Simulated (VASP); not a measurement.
## NiO: single point with PBE

Crystal: NiO.

```
Ni O
1.0
     0.00000    2.08590    2.08590
     2.08590    0.00000    2.08590
     2.08590    2.08590    0.00000
Ni O
1 1
Cartesian
  0.0000 0.0000 0.0000
  2.0859 2.0859 2.0859
```

```json
{"Program": "VASP 6.6.1", "Task": "single point", "Functional": "PBE", "Potentials or basis": "VASP PAW PBE potentials, release 64 (Ni, O)", "Cutoff": "520 eV", "k mesh": "11 × 11 × 11", "Occupations": "gaussian, width 0.013 eV", "Spin": "collinear spin, ferromagnetic start", "Starting moments": "[1.0, 0.0] μB"}
```

```json
{"Pressure": "6.1 GPa", "Net moment": "1.78 μB per cell", "Site moments": "Ni +1.46; O +0.28 μB", "Valence electrons inside the program's atomic spheres": "Ni 8.99; O 4.98"}
```

Levels at points of the mesh, in eV from the Fermi level:
Spin up:
| k point | band 7 | band 8 | band 9 | band 10 | band 11 | band 12 |
| --- | --- | --- | --- | --- | --- | --- |
| (0.00, 0.00, 0.00) | -2.66 | -2.66 | -2.66 | 1.58 | 17.90 | 18.97 |
Spin down:
```tsv
k point	band 3	band 4	band 5	band 6	band 7	band 8	band 9	band 10	band 11	band 12
(0.00, 0.00, 0.00)	-2.45	-2.45	-1.84	-1.84	-1.84	-0.58	-0.58	1.94	17.83	19.19
```

It took 98 s on 1 thread of AMD EPYC 7R43 64-Core Processor (Zen 3) (shared host), peak memory 0.12 GiB.

Caveat: a cell with one magnetic atom can't hold antiferromagnetic order, which such compounds often take; semilocal functionals often make such compounds metallic where correlation or magnetic order opens a gap, which also shifts bond lengths. With open d or f shells a metallic result of PBE can be an artefact of self-interaction; +U or a hybrid may open a gap.
